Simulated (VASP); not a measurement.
# MgO (lda) (Fm-3m) in VASP: a series of runs

MgO (lda) is run at these levels: LDA; tasks: single point, relaxation of cell and atoms.

All numbers are computed with VASP 6.6.1; they aren't measurements. Logs are shortened: lines on timing, memory, paths and dates and some standing lists are left out, and cuts for length are marked.

### Step 1. The cell of the first run

The structure is cubic, space group Fm-3m (No. 225). The conventional cell has a = 4.212 Å, b = 4.212 Å, c = 4.212 Å, α = 90.00°, β = 90.00°, γ = 90.00°. Mg (site symmetry m-3m) has 6 O at 2.11 Å within 2.8 Å. Within 2.8 Å of O (site symmetry m-3m) lie 6 Mg at 2.11 Å.

### Step 2. Single point, LDA

Input file INCAR:

```
SYSTEM = MgO
PREC     = Accurate       ! precision mode
ENCUT    = 600            ! plane-wave cutoff, eV
EDIFF    = 1E-6           ! SCF threshold, eV
ISMEAR   = 0              ! smearing method
SIGMA    = 0.1            ! smearing width, eV
LREAL    = .FALSE.        ! projectors in reciprocal space
LASPH    = .TRUE.         ! aspherical terms in the spheres
NELM     = 120            ! most SCF steps
ALGO     = Normal         ! electronic algorithm
ISIF     = 2              ! what is computed and relaxed
LWAVE    = .FALSE.        ! write WAVECAR
LCHARG   = .TRUE.         ! write CHGCAR
LELF     = .TRUE.         ! ELF
LVHAR    = .TRUE.       
NBANDS   = 11             ! bands
GGA_COMPAT= .FALSE.
```

Input file KPOINTS:

```
Automatic mesh
0
G
  8 8 8
  0 0 0
```

Input file POSCAR:

```
MgO
1.0
    0.0000000000      2.1060000000      2.1060000000
    2.1060000000      0.0000000000      2.1060000000
    2.1060000000      2.1060000000      0.0000000000
Mg O
1 1
Direct
    0.0000000000      0.0000000000      0.0000000000
    0.5000000000      0.5000000000      0.5000000000
```

Potentials or basis: VASP PAW LDA potentials, release 64 (Mg, O).

On the command line:

```
$ cat potpaw_LDA.64/Mg/POTCAR potpaw_LDA.64/O/POTCAR > POTCAR
$ mpirun -np 1 vasp_std > vasp.out
```

OUTCAR:

```text
SYSTEM = MgO
   PREC = Accurate
   ENCUT = 600
   EDIFF = 1E-6
   ISMEAR = 0
   LREAL = .FALSE.
   LASPH = .TRUE.
   NELM = 120
   ISIF = 2

 ion  position               nearest neighbor table
   1  0.000  0.000  0.000-   2 2.11   2 2.11   2 2.11   2 2.11   2 2.11   2 2.11
   2  0.500  0.500  0.500-   1 2.11   1 2.11   1 2.11   1 2.11   1 2.11   1 2.11

  LATTYP: Found a face centered cubic cell.
 ALAT       =     4.2120000000

  Lattice vectors:

 A1 = (   0.0000000000,   2.1060000000,   2.1060000000)
 A2 = (   2.1060000000,   0.0000000000,   2.1060000000)
 A3 = (   2.1060000000,   2.1060000000,   0.0000000000)

Analysis of symmetry for initial positions (statically):
=====================================================================
 Subroutine PRICEL returns:
 Original cell was already a primitive cell.

 Routine SETGRP: Setting up the symmetry group for a
 face centered cubic supercell.

 Subroutine GETGRP returns: Found 48 space group operations
 (whereof 48 operations were pure point group operations)
 out of a pool of 48 trial point group operations.

The static configuration has the point symmetry O_h .

Analysis of symmetry for dynamics (positions and initial velocities):
=====================================================================
 Subroutine PRICEL returns:
 Original cell was already a primitive cell.

 Routine SETGRP: Setting up the symmetry group for a
 face centered cubic supercell.

 Subroutine GETGRP returns: Found 48 space group operations
 (whereof 48 operations were pure point group operations)
 out of a pool of 48 trial point group operations.

The dynamic configuration has the point symmetry O_h .

 Subroutine INISYM returns: Found 48 space group operations
 (whereof 48 operations are pure point group operations),
 and found     1 'primitive' translations

----------------------------------------------------------------------------------------

                                     Primitive cell

  volume of cell :      18.6812

  direct lattice vectors                    reciprocal lattice vectors
     0.000000000  2.106000000  2.106000000    -0.237416904  0.237416904  0.237416904
     2.106000000  0.000000000  2.106000000     0.237416904 -0.237416904  0.237416904
     2.106000000  2.106000000  0.000000000     0.237416904  0.237416904 -0.237416904

  length of vectors
     2.978333762  2.978333762  2.978333762     0.411218140  0.411218140  0.411218140

  position of ions in fractional coordinates (direct lattice)
     0.000000000  0.000000000  0.000000000
     0.500000000  0.500000000  0.500000000

  ion indices of the primitive-cell ions
   primitive index   ion index
                 1           1
                 2           2

----------------------------------------------------------------------------------------

 KPOINTS: Automatic mesh

Automatic generation of k-mesh.
 Grid dimensions read from file:
 generate k-points for:    8    8    8

 Generating k-lattice:

  Cartesian coordinates                     Fractional coordinates (reciprocal lattice)
    -0.029677113  0.029677113  0.029677113     0.125000000  0.000000000  0.000000000
     0.029677113 -0.029677113  0.029677113     0.000000000  0.125000000  0.000000000
     0.029677113  0.029677113 -0.029677113     0.000000000  0.000000000  0.125000000

  Length of vectors
     0.051402268  0.051402268  0.051402268

  Shift w.r.t. Gamma in fractional coordinates (k-lattice)
     0.000000000  0.000000000  0.000000000

 Subroutine IBZKPT returns following result:
 ===========================================

 Found     29 irreducible k-points:

 Following reciprocal coordinates:
            Coordinates               Weight
  0.000000  0.000000  0.000000      1.000000
  0.125000  0.000000  0.000000      8.000000
  0.250000  0.000000  0.000000      8.000000
  0.375000  0.000000  0.000000      8.000000
  0.500000  0.000000  0.000000      4.000000
  0.125000  0.125000  0.000000      6.000000
[... 16 lines left out ...]
  0.500000  0.250000  0.125000     48.000000
 -0.375000  0.250000  0.125000     24.000000
 [... further k-points ...]
   k-points           NKPTS =     29   k-points in BZ     NKDIM =     29   number of bands    NBANDS=     11
   number of dos      NEDOS =    301   number of ions     NIONS =      2
   total plane-waves  NPLWV =  13824
   dimension x,y,z NGX =    24 NGY =   24 NGZ =   24
   dimension x,y,z NGXF=    48 NGYF=   48 NGZF=   48
   ions per type =               1   1
   NGX,Y,Z   is equivalent  to a cutoff of  13.40, 13.40, 13.40 a.u.
   NGXF,Y,Z  is equivalent  to a cutoff of  26.79, 26.79, 26.79 a.u.
 SYSTEM =  MgO
   PREC   = accura    normal or accurate (medium, high low for compatibility)
   ISTART =      0    job   : 0-new  1-cont  2-samecut
   ICHARG =      2    charge: 1-file 2-atom 10-const
   ISPIN  =      1    spin polarized calculation?
   LNONCOLLINEAR =      F non collinear calculations
   LSORBIT =      F    spin-orbit coupling
   LASPH  =      T    aspherical Exc in radial PAW
   ENCUT  =  600.0 eV  44.10 Ry    6.64 a.u.   5.95  5.95  5.95*2*pi/ulx,y,z
   NELM   =    120;   NELMIN=  2; NELMDL= -5     # of ELM steps
   EDIFF  = 0.1E-05   stopping-criterion for ELM
   LREAL  =      F    real-space projection
   EDIFFG = 0.1E-04   stopping-criterion for IOM
   NSW    =      0    number of steps for IOM
   IBRION =     -1    ionic relax: 0-MD 1-quasi-New 2-CG
   NFREE  =      0    steps in history (QN), initial steepest desc. (CG)
   ISIF   =      2    stress and relaxation
   ISYM   =      2    0-nonsym 1-usesym 2-fastsym
   POTIM  = 0.5000    time-step for ionic-motion
   TEBEG  =    0.0;   TEEND  =   0.0 temperature during run
   PSTRESS=    0.0 pullay stress
   NELECT =       8.0000    total number of electrons
   NUPDOWN=      -1.0000    fix difference up-down
   EMIN   =  10.00;   EMAX   =-10.00  energy-range for DOS
   EFERMI =   0.00;   METHOD = LEGACY
   ISMEAR =     0;   SIGMA  =   0.10  broadening in eV -4-tet -1-fermi 0-gaus
   EFERMI_NEDOS =   21; number of points for ismear=-14 and -15
   IALGO  =     38    algorithm
   IMIX   =      4    mixing-type and parameters
     AMIX     =   0.40;   BMIX     =  1.00
     AMIX_MAG =   1.60;   BMIX_MAG =  1.00
  volume/ion in A,a.u.               =       9.34        63.03
  Fermi-wavevector in a.u.,A,eV,Ry     =   1.233966  2.331857 20.717205  1.522672
  Thomas-Fermi vector in A             =   2.368675
   LORBIT       =      0    0 simple, 1 ext, 2 COOP (PROOUT), +10 PAW based schemes
   GGA     = CA    functional components
   LHFCALC =     F    Hartree Fock is set to
   AEXX    =    0.0000 exact exchange contribution
   IVDW    =     0    specifies the selected vdW correction
   LEPSILON=     F    determine dielectric tensor
   LRPA    =     F    only Hartree local field effects (RPA)
 non-spin polarized calculation
 Gauss-broadening in eV      SIGMA  =   0.10
  energy-cutoff  :      600.00
  volume of cell :       18.68
 maximum number of plane-waves:       636
   NGX = 11   NGY = 11   NGZ = 11

 number of electron       8.0000005 magnetization

 Free energy of the ion-electron system (eV)
  ---------------------------------------------------
  ext. energy  EPLUGINS =         0.00000000
  ---------------------------------------------------
  free energy    TOTEN  =       -13.42805434 eV

  energy without entropy =      -13.42805434  energy(sigma->0) =      -13.42805434

 E-fermi :   3.4083     XC(G=0): -11.5919

 val. band max:        2.8786610386   @ k =   0.0000   0.0000   0.0000
 cond. band min:       7.5368190732   @ k =   0.0000   0.0000   0.0000
 fundamental gap:      4.6581580346
 Fermi energy:         3.4082996726

 k-point     1 :       0.0000    0.0000    0.0000
  band No.  band energies     occupation
      1     -14.1228      2.00000
      2       2.8787      2.00000
      3       2.8787      2.00000
      4       2.8787      2.00000
      5       7.5368      0.00000
      6      18.4065      0.00000
      7      18.4065      0.00000
      8      18.4065      0.00000
      9      22.4310      0.00000
     10      24.0745      0.00000
     11      24.0745      0.00000

 k-point     2 :       0.1250    0.0000    0.0000
  band No.  band energies     occupation
      1     -13.9527      2.00000
      2       1.9128      2.00000
      3       2.7733      2.00000
      4       2.7733      2.00000
      5       8.4432      0.00000
      6      16.7561      0.00000
      7      18.7637      0.00000
      8      18.7637      0.00000
      9      23.0764      0.00000
     10      23.0764      0.00000
     11      24.5229      0.00000

 k-point     3 :       0.2500    0.0000    0.0000
  band No.  band energies     occupation
      1     -13.5087      2.00000
      2       0.1834      2.00000
      3       2.5311      2.00000
      4       2.5311      2.00000
      5       9.8581      0.00000
      6      15.2323      0.00000
      7      19.2432      0.00000
      8      19.2432      0.00000
      9      22.6868      0.00000
     10      22.6868      0.00000
     11      24.5238      0.00000

 k-point     4 :       0.3750    0.0000    0.0000
  band No.  band energies     occupation
      1     -13.0040      2.00000
      2      -1.2550      2.00000
      3       2.3035      2.00000
      4       2.3035      2.00000
      5      10.5320      0.00000
      6      15.0511      0.00000
      7      19.0519      0.00000
      8      19.0519      0.00000
      9      23.7430      0.00000
     10      23.9983      0.00000
     11      23.9983      0.00000

 k-point     5 :       0.5000    0.0000    0.0000
  band No.  band energies     occupation
      1     -12.7714      2.00000
      2      -1.8207      2.00000
      3       2.2129      2.00000
      4       2.2129      2.00000
      5      10.6138      0.00000
      6      15.2782      0.00000
      7      18.8791      0.00000
      8      18.8791      0.00000
      9      23.4376      0.00000
     10      25.0338      0.00000
     11      25.0338      0.00000
[... 211 lines left out ...]
 k-point    21 :       0.5000    0.5000    0.0000
  band No.  band energies     occupation
      1     -12.4995      2.00000
      2      -1.2744      2.00000
      3       1.5059      2.00000
      4       1.5059      2.00000
      5      11.7711      0.00000
      6      12.5824      0.00000
      7      15.7718      0.00000
      8      21.5121      0.00000
      9      21.5121      0.00000
     10      27.9632      0.00000
     11      29.4062      0.00000

 k-point    22 :       0.3750    0.2500    0.1250
  band No.  band energies     occupation
      1     -13.1894      2.00000
      2      -0.1776      2.00000
      3       1.7016      2.00000
      4       2.2515      2.00000
      5      11.2482      0.00000
      6      14.1473      0.00000
      7      17.6541      0.00000
      8      20.1087      0.00000
      9      20.7024      0.00000
     10      24.9972      0.00000
     11      28.3215      0.00000

 k-point    23 :       0.5000    0.2500    0.1250
  band No.  band energies     occupation
      1     -12.7909      2.00000
      2      -0.8895      2.00000
      3       1.1162      2.00000
      4       1.9941      2.00000
      5      12.2165      0.00000
      6      14.3305      0.00000
      7      16.5016      0.00000
      8      19.7077      0.00000
      9      22.2668      0.00000
     10      24.9684      0.00000
     11      28.5279      0.00000

 k-point    24 :      -0.3750    0.2500    0.1250
  band No.  band energies     occupation
      1     -12.6126      2.00000
      2      -1.1953      2.00000
      3       0.9065      2.00000
      4       1.8725      2.00000
      5      12.3803      0.00000
      6      14.8758      0.00000
      7      16.0756      0.00000
      8      19.4656      0.00000
      9      23.1326      0.00000
     10      24.6164      0.00000
     11      28.6669      0.00000

 [... further k-points ...]

------------------------ aborting loop because EDIFF is reached ----------------------------------------

  FORCE on cell =-STRESS in cart. coord.  units (eV):
  Direction    XX          YY          ZZ          XY          YZ          ZX
  --------------------------------------------------------------------------------------
  -------------------------------------------------------------------------------------
  Total       -0.9285251     -0.9285251     -0.9285251     -0.0000000      0.0000000      0.0000000
  in kB      -79.6341080    -79.6341080    -79.6341080     -0.0000000      0.0000000      0.0000000
  external PRESSURE =     -79.6341080 kB  Pullay stress =       0.0000000 kB

 VOLUME and BASIS-vectors are now :
 -----------------------------------------------------------------------------
  energy-cutoff  :      600.00
  volume of cell :       18.68
      direct lattice vectors                 reciprocal lattice vectors
     0.000000000  2.106000000  2.106000000    -0.237416904  0.237416904  0.237416904
     2.106000000  0.000000000  2.106000000     0.237416904 -0.237416904  0.237416904
     2.106000000  2.106000000  0.000000000     0.237416904  0.237416904 -0.237416904

 POSITION                                       TOTAL-FORCE (eV/Angst)
 -----------------------------------------------------------------------------------
      0.00000      0.00000      0.00000        -0.000000     -0.000000      0.000000
      2.10600      2.10600      2.10600         0.000000      0.000000      0.000000
 -----------------------------------------------------------------------------------
    total drift:                               -0.000000     -0.000000      0.000000

  FREE ENERGIE OF THE ION-ELECTRON SYSTEM (eV)
  ---------------------------------------------------
  free  energy   TOTEN  =       -13.4280543418 eV

  energy  without entropy=      -13.4280543418  energy(sigma->0) =      -13.42805434
```

Run time: 2.5 s. Hardware: 1 thread of Intel Xeon 6975P-C (Granite Rapids), shared host; peak memory 0.13 GiB.

Results:

```yaml
Free_energy: -13.4281 eV
Pressure: -8.0 GPa
Band_gap_on_the_k_mesh: 4.66 eV, direct
```

Levels at points of the mesh, in eV from the valence-band top:
| k point | band 2 | band 3 | band 4 | band 5 | band 6 | band 7 |
| --- | --- | --- | --- | --- | --- | --- |
| (0.00, 0.00, 0.00) | 0.00 | 0.00 | 0.00 | 4.66 | 15.53 | 15.53 |
| (0.50, 0.00, 0.00) | -4.70 | -0.67 | -0.67 | 7.74 | 12.40 | 16.00 |
| (0.50, 0.50, 0.00) | -4.15 | -1.37 | -1.37 | 8.89 | 9.70 | 12.89 |

### Step 3. Single point, LDA

This run uses another cell than the first one, of 9.00 Å³/atom, 0.964 times its volume.

Input file INCAR:

```
SYSTEM = MgO
PREC = Accurate
ENCUT = 600
EDIFF = 1E-6
ISMEAR = 0
SIGMA = 0.02
LREAL = .False.
LASPH = .True.
NELM = 120
ALGO = Normal
ISIF = 2
LWAVE = .False.
LCHARG = .False.
GGA = CA
NBANDS = 11
GGA_COMPAT = .False.
```

Input file KPOINTS:

```
regular mesh
0
Gamma
  8 8 8
  0 0 0
```

Input file POSCAR:

```
MgO
1.0
    0.0000000000      2.0803270553      2.0803270553
    2.0803270553      0.0000000000      2.0803270553
    2.0803270553      2.0803270553      0.0000000000
Mg O
1 1
Direct
    0.0000000000      0.0000000000      0.0000000000
    0.5000000000      0.5000000000      0.5000000000
```

Potentials or basis: VASP PAW LDA potentials, release 64 (Mg, O).

On the command line:

```
$ cat potpaw_LDA.64/Mg/POTCAR potpaw_LDA.64/O/POTCAR > POTCAR
$ mpirun -np 1 vasp_std > vasp.out
```

Run time: 2.3 s. Hardware: 1 thread of Intel Xeon 6975P-C (Granite Rapids), shared host; peak memory 0.13 GiB.

It converged, with:

| Quantity | Value |
| --- | --- |
| Free energy | -13.4480 eV |
| Pressure | -2.1 GPa |
| Band gap on the k mesh | 5.03 eV, direct |

Levels at points of the mesh, in eV from the valence-band top:
| k point | band 2 | band 3 | band 4 | band 5 | band 6 | band 7 |
| --- | --- | --- | --- | --- | --- | --- |
| (0.00, 0.00, 0.00) | 0.00 | 0.00 | 0.00 | 5.03 | 15.73 | 15.73 |
| (0.50, 0.00, 0.00) | -4.87 | -0.71 | -0.71 | 7.97 | 12.82 | 16.38 |
| (0.50, 0.50, 0.00) | -4.31 | -1.43 | -1.43 | 8.93 | 10.11 | 13.28 |

### Step 4. Single point, LDA

This run uses another cell than the first one, of 9.00 Å³/atom, 0.964 times its volume.

Input file INCAR:

```
SYSTEM = MgO
ALGO = Normal
EDIFF = 1E-6
ENCUT = 600
GGA_COMPAT = .FALSE.
ISIF = 2
ISMEAR = 0
LASPH = .TRUE.
LCHARG = .TRUE.
LELF = .TRUE.
LREAL = .FALSE.
LVHAR = .TRUE.
LWAVE = .FALSE.
NBANDS = 11
NELM = 120
PREC = Accurate
SIGMA = 0.01
```

Input file KPOINTS:

```
k-points
0
G
  8 8 8
  0 0 0
```

POSCAR is that of step 3.

On the command line:

```
$ cat potpaw_LDA.64/Mg/POTCAR potpaw_LDA.64/O/POTCAR > POTCAR
$ mpirun -np 1 vasp_std > vasp.out
```

Run time: 2.5 s. Hardware: 1 thread of Intel Xeon 6975P-C (Granite Rapids), shared host; peak memory 0.13 GiB.

Results (log left out):

```yaml
Free_energy: -13.4480 eV
Pressure: -2.1 GPa
Band_gap_on_the_k_mesh: 5.03 eV, direct
```

Levels at points of the mesh, in eV from the valence-band top:
| k point | band 1 | band 2 | band 3 | band 4 | band 5 | band 6 | band 7 | band 8 |
| --- | --- | --- | --- | --- | --- | --- | --- | --- |
| (0.00, 0.00, 0.00) | -17.20 | 0.00 | 0.00 | 0.00 | 5.03 | 15.73 | 15.73 | 15.73 |
| (0.50, 0.00, 0.00) | -15.75 | -4.87 | -0.71 | -0.71 | 7.97 | 12.82 | 16.38 | 16.38 |
| (0.50, 0.50, 0.00) | -15.46 | -4.31 | -1.43 | -1.43 | 8.93 | 10.11 | 13.28 | 19.19 |

(Continued in part 2 of 2.)
